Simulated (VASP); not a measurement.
# Al5P2 (I-4m2) in VASP: single point with PBE

Aim: the single point of Al5P2 with PBE.

Everything below comes from runs of VASP 6.6.1. Logs are shortened: lines on timing, memory, paths and dates and some standing lists are left out, and cuts for length are marked.

## Step 1: The cell of the first run

It takes space group I-4m2 (No. 119, tetragonal). Conventional cell: a = 3.906 Å, b = 3.906 Å, c = 18.984 Å, α = 90.00°, β = 90.00°, γ = 90.00°. Al (site symmetry -4m2) has 4 P at 2.39 Å within 3.2 Å. Within 3.2 Å of Al (site symmetry 2mm) lie 2 P at 2.42 Å and 4 Al at 2.75 Å. Al (site symmetry -4m2) has 8 Al at 2.75 to 2.76 Å within 3.6 Å. Within 3.6 Å of Al (site symmetry -4m2) lie 8 Al at 2.75 to 2.76 Å and 2 P at 3.37 Å. Within 3.2 Å of P (site symmetry 2mm) lie 4 Al at 2.39 to 2.42 Å.

## Step 2: Single point, PBE

File INCAR:

```
  PREC = Accurate
  ENCUT = 520
  EDIFF = 1E-6
  ISMEAR = 0
  SIGMA = 0.2
  LREAL = False
  LASPH = True
  NELM = 80
  ALGO = Normal
  ISIF = 2
  LWAVE = False
  LCHARG = False
  GGA = PE
  NBANDS = 22
```

File KPOINTS:

```
regular mesh
0
Gamma
  6 6 6
```

File POSCAR:

```
Al5P2
1.0
   -1.9528020647      1.9528020647      9.4919597567
    1.9528020647     -1.9528020647      9.4919597567
    1.9528020647      1.9528020647     -9.4919597567
Al P
5 2
Direct
    0.0000000000      0.0000000000      0.0000000000
    0.3519694160      0.3519694160      0.0000000000
    0.6480305840      0.6480305840      0.0000000000
    0.2500000000      0.7500000000      0.5000000000
    0.7500000000      0.2500000000      0.5000000000
    0.9273192166      0.4273192166      0.5000000000
    0.5726807834      0.0726807834      0.5000000000
```

Potentials or basis: VASP PAW PBE potentials, release 64 (Al, P).

Run with:

```bash
> cat potpaw_PBE.64/Al/POTCAR potpaw_PBE.64/P/POTCAR > POTCAR
> mpirun -np 1 vasp_std > vasp.out
```

OUTCAR:

```text
PREC = Accurate
   ENCUT = 520
   EDIFF = 1E-6
   ISMEAR = 0
   LREAL = False
   LASPH = True
   NELM = 80
   ISIF = 2
   GGA = PE

 ion  position               nearest neighbor table
   1  0.000  0.000  0.000-   7 2.39   6 2.39   7 2.39   6 2.39
   2  0.352  0.352  0.000-   6 2.42   6 2.42   5 2.75   4 2.75   4 2.75   5 2.75
   3  0.648  0.648  0.000-   7 2.42   7 2.42   5 2.75   4 2.75   4 2.75   5 2.75
   4  0.250  0.750  0.500-   3 2.75   2 2.75   2 2.75   3 2.75   5 2.76   5 2.76   5 2.76   5 2.76

   5  0.750  0.250  0.500-   3 2.75   2 2.75   2 2.75   3 2.75   4 2.76   4 2.76   4 2.76   4 2.76

   6  0.927  0.427  0.500-   1 2.39   1 2.39   2 2.42   2 2.42
   7  0.573  0.073  0.500-   1 2.39   1 2.39   3 2.42   3 2.42

  LATTYP: Found a body centered tetragonal cell.
 ALAT       =     3.9056041294
 C/A-ratio  =     4.8606870754

  Lattice vectors:

 A1 = (  -1.9528020647,   1.9528020647,   9.4919597567)
 A2 = (   1.9528020647,  -1.9528020647,   9.4919597567)
 A3 = (   1.9528020647,   1.9528020647,  -9.4919597567)

Analysis of symmetry for initial positions (statically):
=====================================================================
 Subroutine PRICEL returns:
 Original cell was already a primitive cell.

 Routine SETGRP: Setting up the symmetry group for a
 body centered tetragonal supercell.

 Subroutine GETGRP returns: Found  8 space group operations
 (whereof  8 operations were pure point group operations)
 out of a pool of 16 trial point group operations.

The static configuration has the point symmetry D_2d.

Analysis of symmetry for dynamics (positions and initial velocities):
=====================================================================
 Subroutine PRICEL returns:
 Original cell was already a primitive cell.

 Routine SETGRP: Setting up the symmetry group for a
 body centered tetragonal supercell.

 Subroutine GETGRP returns: Found  8 space group operations
 (whereof  8 operations were pure point group operations)
 out of a pool of 16 trial point group operations.

The dynamic configuration has the point symmetry D_2d.

 Subroutine INISYM returns: Found  8 space group operations
 (whereof  8 operations are pure point group operations),
 and found     1 'primitive' translations

----------------------------------------------------------------------------------------

                                     Primitive cell

  volume of cell :     144.7879

  direct lattice vectors                    reciprocal lattice vectors
    -1.952802065  1.952802065  9.491959757     0.000000000  0.256042335  0.052676161
     1.952802065 -1.952802065  9.491959757     0.256042335  0.000000000  0.052676161
     1.952802065  1.952802065 -9.491959757     0.256042335  0.256042335  0.000000000

  length of vectors
     9.885553694  9.885553694  9.885553694     0.261404773  0.261404773  0.362098542

  position of ions in fractional coordinates (direct lattice)
     0.000000000  0.000000000  0.000000000
     0.351969416  0.351969416  0.000000000
     0.648030584  0.648030584  0.000000000
     0.250000000  0.750000000  0.500000000
     0.750000000  0.250000000  0.500000000
     0.927319217  0.427319217  0.500000000
     0.572680783  0.072680783  0.500000000

  ion indices of the primitive-cell ions
   primitive index   ion index
                 1           1
                 2           2
                 3           3
                 4           4
                 5           5
                 6           6
                 7           7

----------------------------------------------------------------------------------------

 KPOINTS: regular mesh

Automatic generation of k-mesh.
 Grid dimensions read from file:
 generate k-points for:    6    6    6

 Generating k-lattice:

  Cartesian coordinates                     Fractional coordinates (reciprocal lattice)
     0.000000000  0.042673722  0.008779360     0.166666667 -0.000000000  0.000000000
     0.042673722  0.000000000  0.008779360    -0.000000000  0.166666667  0.000000000
     0.042673722  0.042673722  0.000000000     0.000000000  0.000000000  0.166666667

  Length of vectors
     0.043567462  0.043567462  0.060349757

  Shift w.r.t. Gamma in fractional coordinates (k-lattice)
     0.000000000  0.000000000  0.000000000

 Subroutine IBZKPT returns following result:
 ===========================================

 Found     30 irreducible k-points:

 Following reciprocal coordinates:
            Coordinates               Weight
  0.000000  0.000000  0.000000      1.000000
  0.166667  0.000000  0.000000      8.000000
  0.333333  0.000000  0.000000      8.000000
  0.500000  0.000000 -0.000000      4.000000
  0.166667  0.166667  0.000000      8.000000
  0.333333  0.166667 -0.000000     16.000000
[... 16 lines left out ...]
 -0.333333 -0.333333  0.166667      8.000000
 -0.166667 -0.333333  0.166667      8.000000
 [... further k-points ...]
   k-points           NKPTS =     30   k-points in BZ     NKDIM =     30   number of bands    NBANDS=     22
   number of dos      NEDOS =    301   number of ions     NIONS =      7
   total plane-waves  NPLWV = 512000
   dimension x,y,z NGX =    80 NGY =   80 NGZ =   80
   dimension x,y,z NGXF=   160 NGYF=  160 NGZF=  160
   ions per type =               5   2
   NGX,Y,Z   is equivalent  to a cutoff of  13.45, 13.45, 13.45 a.u.
   NGXF,Y,Z  is equivalent  to a cutoff of  26.91, 26.91, 26.91 a.u.
 SYSTEM =  unknown system
   PREC   = accura    normal or accurate (medium, high low for compatibility)
   ISTART =      0    job   : 0-new  1-cont  2-samecut
   ICHARG =      2    charge: 1-file 2-atom 10-const
   ISPIN  =      1    spin polarized calculation?
   LNONCOLLINEAR =      F non collinear calculations
   LSORBIT =      F    spin-orbit coupling
   LASPH  =      T    aspherical Exc in radial PAW
   ENCUT  =  520.0 eV  38.22 Ry    6.18 a.u.  18.38 18.38 18.38*2*pi/ulx,y,z
   NELM   =     80;   NELMIN=  2; NELMDL= -5     # of ELM steps
   EDIFF  = 0.1E-05   stopping-criterion for ELM
   LREAL  =      F    real-space projection
   EDIFFG = 0.1E-04   stopping-criterion for IOM
   NSW    =      0    number of steps for IOM
   IBRION =     -1    ionic relax: 0-MD 1-quasi-New 2-CG
   NFREE  =      0    steps in history (QN), initial steepest desc. (CG)
   ISIF   =      2    stress and relaxation
   ISYM   =      2    0-nonsym 1-usesym 2-fastsym
   POTIM  = 0.5000    time-step for ionic-motion
   TEBEG  =    0.0;   TEEND  =   0.0 temperature during run
   PSTRESS=    0.0 pullay stress
   NELECT =      25.0000    total number of electrons
   NUPDOWN=      -1.0000    fix difference up-down
   EMIN   =  10.00;   EMAX   =-10.00  energy-range for DOS
   EFERMI =   0.00;   METHOD = LEGACY
   ISMEAR =     0;   SIGMA  =   0.20  broadening in eV -4-tet -1-fermi 0-gaus
   EFERMI_NEDOS =   21; number of points for ismear=-14 and -15
   IALGO  =     38    algorithm
   IMIX   =      4    mixing-type and parameters
     AMIX     =   0.40;   BMIX     =  1.00
     AMIX_MAG =   1.60;   BMIX_MAG =  1.00
  volume/ion in A,a.u.               =      20.68       139.58
  Fermi-wavevector in a.u.,A,eV,Ry     =   0.911613  1.722700 11.306973  0.831039
  Thomas-Fermi vector in A             =   2.035913
   LORBIT       =      0    0 simple, 1 ext, 2 COOP (PROOUT), +10 PAW based schemes
   GGA     = PE    functional components
   LHFCALC =     F    Hartree Fock is set to
   AEXX    =    0.0000 exact exchange contribution
   IVDW    =     0    specifies the selected vdW correction
   LEPSILON=     F    determine dielectric tensor
   LRPA    =     F    only Hartree local field effects (RPA)
 non-spin polarized calculation
 Gauss-broadening in eV      SIGMA  =   0.20
  energy-cutoff  :      520.00
  volume of cell :      144.79
 maximum number of plane-waves:      3915
 NGX is ok and might be reduce to    80
   NGX = 37   NGY = 37   NGZ = 37

 number of electron      25.0000000 magnetization

 Free energy of the ion-electron system (eV)
  ---------------------------------------------------
  ext. energy  EPLUGINS =         0.00000000
  ---------------------------------------------------
  free energy    TOTEN  =       -30.48784395 eV

  energy without entropy =      -30.44319650  energy(sigma->0) =      -30.46552023

 E-fermi :   5.6565     XC(G=0):  -9.1815

 val. band max:        5.6517420459   @ k =  -0.3333  -0.3333   0.3333
 cond. band min:       5.6572362724   @ k =   0.3333   0.1667   0.1667
 fundamental gap:      0.0054942265
 Fermi energy:         5.6565267444

 k-point     1 :       0.0000    0.0000    0.0000
  band No.  band energies     occupation
      1      -6.5563      2.00000
      2      -5.5005      2.00000
      3      -3.6742      2.00000
      4      -0.0120      2.00000
      5       0.4878      2.00000
      6       2.7745      2.00000
[... 14 lines left out ...]
     21      10.2541      0.00000
     22      10.9211      0.00000

 k-point     2 :       0.1667    0.0000    0.0000
  band No.  band energies     occupation
      1      -6.3743      2.00000
      2      -5.4042      2.00000
      3      -3.4058      2.00000
      4      -0.2010      2.00000
      5       0.5892      2.00000
      6       1.9756      2.00000
[... 14 lines left out ...]
     21      10.1176      0.00000
     22      10.5996      0.00000

 k-point     3 :       0.3333    0.0000    0.0000
  band No.  band energies     occupation
      1      -5.8944      2.00000
      2      -5.2382      2.00000
      3      -2.6634      2.00000
      4      -0.7372      2.00000
      5      -0.1412      2.00000
      6       1.0246      2.00000
[... 14 lines left out ...]
     21      10.0590      0.00000
     22      10.3844      0.00000
[... 476 lines left out ...]
 k-point    23 :      -0.3333   -0.3333    0.1667
  band No.  band energies     occupation
      1      -6.1694      2.00000
      2      -5.3717      2.00000
      3      -2.9884      2.00000
      4      -0.6851      2.00000
      5       1.1938      2.00000
      6       1.7514      2.00000
[... 14 lines left out ...]
     21       9.7944      0.00000
     22      10.0138      0.00000

 k-point    24 :      -0.1667   -0.3333    0.1667
  band No.  band energies     occupation
      1      -6.3553      2.00000
      2      -5.4614      2.00000
      3      -3.2822      2.00000
      4      -0.6383      2.00000
      5       1.0707      2.00000
      6       1.8146      2.00000
[... 14 lines left out ...]
     21       9.9222      0.00000
     22      10.3500      0.00000

 [... further k-points ...]

------------------------ aborting loop because EDIFF is reached ----------------------------------------

  FORCE on cell =-STRESS in cart. coord.  units (eV):
  Direction    XX          YY          ZZ          XY          YZ          ZX
  --------------------------------------------------------------------------------------
  -------------------------------------------------------------------------------------
  Total       -0.2176654     -0.2176654      0.1126291      0.0000000     -0.0000000      0.0000000
  in kB       -2.4086161     -2.4086161      1.2463183      0.0000000     -0.0000000      0.0000000
  external PRESSURE =      -1.1903046 kB  Pullay stress =       0.0000000 kB

 VOLUME and BASIS-vectors are now :
 -----------------------------------------------------------------------------
  energy-cutoff  :      520.00
  volume of cell :      144.79
      direct lattice vectors                 reciprocal lattice vectors
    -1.952802065  1.952802065  9.491959757     0.000000000  0.256042335  0.052676161
     1.952802065 -1.952802065  9.491959757     0.256042335  0.000000000  0.052676161
     1.952802065  1.952802065 -9.491959757     0.256042335  0.256042335  0.000000000

 POSITION                                       TOTAL-FORCE (eV/Angst)
 -----------------------------------------------------------------------------------
      0.00000      0.00000      0.00000        -0.000000      0.000000      0.000000
      0.00000      0.00000      6.68176        -0.000000     -0.000000      0.038461
      0.00000      0.00000     12.30216         0.000000      0.000000     -0.038461
      1.95280      0.00000      4.74598        -0.000000      0.000000      0.000000
      0.00000      1.95280      4.74598        -0.000000      0.000000      0.000000
      0.00000      1.95280      8.11219         0.000000     -0.000000     -0.007465
     -0.00000      1.95280      1.37977         0.000000     -0.000000      0.007465
 -----------------------------------------------------------------------------------
    total drift:                               -0.000000      0.000000      0.000000

  FREE ENERGIE OF THE ION-ELECTRON SYSTEM (eV)
  ---------------------------------------------------
  free  energy   TOTEN  =       -30.4878439479 eV

  energy  without entropy=      -30.4431965033  energy(sigma->0) =      -30.46552023
```

Run time: 5.5 min. Hardware: 1 thread of Intel Xeon Platinum 8559C (Emerald Rapids), shared host; peak memory 0.86 GiB.

What came out:

| Property | Result |
| --- | --- |
| Free energy | -30.4878 eV |
| Pressure | -0.1 GPa |
| Largest force | 0.038 eV/Å |

Forces on the atoms (eV/Å):
```
Al   0.000  0.000  0.000
Al   0.000  0.000  0.038
Al   0.000  0.000 -0.038
Al   0.000  0.000  0.000
Al   0.000  0.000  0.000
P    0.000  0.000 -0.007
P    0.000  0.000  0.007
```

Levels at points of the mesh, in eV from the Fermi level:
| k point | band 8 | band 9 | band 10 | band 11 | band 12 | band 13 | band 14 | band 15 | band 16 | band 17 |
| --- | --- | --- | --- | --- | --- | --- | --- | --- | --- | --- |
| (0.00, 0.00, 0.00) | -2.13 | -2.13 | -1.23 | -0.37 | -0.37 | -0.09 | 0.72 | 1.52 | 1.58 | 1.95 |
| (0.50, 0.00, 0.00) | -3.38 | -2.03 | -1.99 | -1.89 | -0.52 | 1.15 | 1.42 | 1.67 | 2.04 | 2.61 |
| (0.50, 0.50, 0.00) | -4.08 | -3.99 | -3.97 | -3.52 | -2.51 | -1.74 | 0.13 | 0.66 | 0.88 | 0.99 |
| (0.50, 0.50, 0.50) | -2.92 | -1.95 | -1.95 | -0.65 | -0.65 | -0.03 | 1.11 | 1.39 | 1.80 | 2.61 |

Caveat: the k points lie up to 0.38 Å⁻¹ apart.
